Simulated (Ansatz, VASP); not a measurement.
**One calculation of K2BrCl, two programs**

```xyz
4
Lattice="2.2806 1.3167 7.4664 -2.2806 1.3167 7.4664 0.0000 -2.6334 7.4664" Properties=species:S:1:pos:R:3 pbc="T T T"
K     0.0000    0.0000   16.7142
K     0.0000    0.0000    5.6852
Br    0.0000    0.0000   11.1997
Cl    0.0000    0.0000    0.0000
```

Alike in both runs: task single point; functional LDA; k mesh 6 × 6 × 6; occupations gaussian, width 0.05 eV; no spin polarisation.

```csv
,VASP,Ansatz
version,VASP 6.6.1,Ansatz 0.2.0
potentials or method,"VASP PAW LDA potentials, release 64 (K_sv, Br, Cl), cutoff 520 eV","scalar-relativistic, plane waves, PAW"
valence electrons in the cell,32,32
```

```csv
,VASP,Ansatz,Ansatz less VASP
gap on the k mesh at the Fermi level (eV),4.18,4.17,-0.007
least direct gap on the mesh (eV),4.18,4.17,-0.007
pressure (GPa),-1.8,-1.9,-0.05
```

LDA's correlation is that of Perdew and Zunger in VASP and of Perdew and Wang (1992) in Ansatz.
